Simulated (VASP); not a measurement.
PtSe2 (Sudovikovite): single point with PBE+D3(BJ)

The system is PtSe2 (Sudovikovite).

```
Pt Se
1.0
     3.66087    0.00000    0.00000
    -1.83043    3.17041    0.00000
     0.00000    0.00000    4.97619
Pt Se
1 2
Direct
  0.00000 0.00000 0.00000
  0.33333 0.66667 0.25000
  0.66667 0.33333 0.75000
```

| Item | Value |
| --- | --- |
| Program | VASP 6.6.1 |
| Task | single point |
| Functional | PBE |
| Dispersion | D3(BJ) |
| Potentials or basis | VASP PAW PBE potentials, release 64 (Pt, Se) |
| Cutoff | 520 eV |
| k mesh | 9 × 9 × 6 |
| Occupations | gaussian, width 0.05 eV |
| Spin | no spin polarisation |

| Property | Result |
| --- | --- |
| Pressure | 11.5 GPa |
| Largest force | 1.332 eV/Å |
| Band gap on the k mesh | zero (band 11 reaches 7.68 eV, above the bottom of band 12 at 7.30 eV) |
| Dispersion energy per atom | -0.503 eV |

Forces in eV/Å, atoms in the order of the input:
```
Pt   0.000  0.000  0.000
Se   0.000  0.000  1.332
Se   0.000  0.000 -1.332
```

Stress tensor (GPa, compression positive):
```
13.19  0.00  0.00
 0.00 13.19  0.00
 0.00  0.00  8.16
```

Levels at points of the mesh, in eV from the Fermi level:
```csv
k point,band 7,band 8,band 9,band 10,band 11,band 12,band 13,band 14,band 15,band 16
"(0.00, 0.00, 0.00)",-4.46,-2.85,-1.23,-1.23,0.32,1.45,1.45,3.39,4.50,7.15
"(0.00, 0.00, 0.50)",-4.49,-3.26,-1.78,-1.70,-1.70,2.39,2.39,4.66,6.56,6.64
```

It took 90 s on 1 thread of Intel Xeon 8259CL, on a shared host, peak memory 0.23 GiB.

Caveat: three body term missing; spin-orbit coupling is left out, which moves the levels of the heavy elements; pairwise dispersion overbinds metals, which lowers pressure and volume; forces of over 1 eV/Å act on the atoms, so gaps and moduli don't describe the material at rest.
